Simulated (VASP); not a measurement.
Wanted: the native input for a VASP 6.6.1 run.

```
Task                    : density of states
Functional              : LDA
Potentials or basis     : VASP PAW LDA potentials, release 64 (Sr_sv)
Cutoff                  : 520 eV
k mesh                  : 10 × 10 × 10
Occupations             : fermi-dirac, width 0.05 eV
Spin                    : no spin polarisation
Dipole correction       : no
k mesh for the DOS      : 15 × 15 × 15
Occupations for the DOS : tetrahedron
Further INCAR settings  : ALGO = Normal; EDIFF = 1e-06; NBANDS = 11
```

The system is Sr.

```
CELL_PARAMETERS angstrom
3.38337 0.00000 0.00000
0.00000 3.38337 0.00000
0.00000 0.00000 3.38337
ATOMIC_POSITIONS crystal
Sr 0.00000 0.00000 0.00000
```

This cell differs from its parent crystal: volume scaled by 0.8.

The input as run:

POSCAR

```
Sr
1.0
    3.3833686096      0.0000000000      0.0000000000
    0.0000000000      3.3833686096      0.0000000000
    0.0000000000      0.0000000000      3.3833686096
Sr
1
Direct
    0.0000000000      0.0000000000      0.0000000000
```

INCAR.step1

```
  ALGO = Normal
  EDIFF = 1E-6
  ENCUT = 520
  GGA = CA
  ISIF = 2
  ISMEAR = -1
  LASPH = T
  LCHARG = T
  LREAL = F
  LWAVE = F
  NBANDS = 11
  NELM = 100
  PREC = Accurate
  SIGMA = 0.05
```

KPOINTS.step1

```
k-points
0
Gamma
  10 10 10
```

INCAR.step2

```
  ALGO = Normal
  EDIFF = 1E-6
  ENCUT = 520
  GGA = CA
  ICHARG = 11
  ISIF = 2
  ISMEAR = -5
  LASPH = T
  LCHARG = F
  LORBIT = 11
  LREAL = F
  LWAVE = F
  NBANDS = 11
  NEDOS = 1001
  NELM = 100
  PREC = Accurate
  SIGMA = 0.05
```

KPOINTS.step2

```
k-points
0
Gamma
  15 15 15
```

Potentials or basis: VASP PAW LDA potentials, release 64 (Sr_sv).

Run with:

```bash
$ cat potpaw_LDA.64/Sr_sv/POTCAR > POTCAR
$ cp INCAR.step1 INCAR
$ cp KPOINTS.step1 KPOINTS
$ mpirun -np 1 vasp_std > vasp.out
$ cp INCAR.step2 INCAR
$ cp KPOINTS.step2 KPOINTS
$ mpirun -np 1 vasp_std > vasp.out
```

It gave:

- Valence electrons inside the program's atomic spheres: Sr 8.05

Run time: 36 s on 1 thread of AMD EPYC 7R13 Processor (Zen 3), with other jobs on the host, peak memory 0.14 GiB.
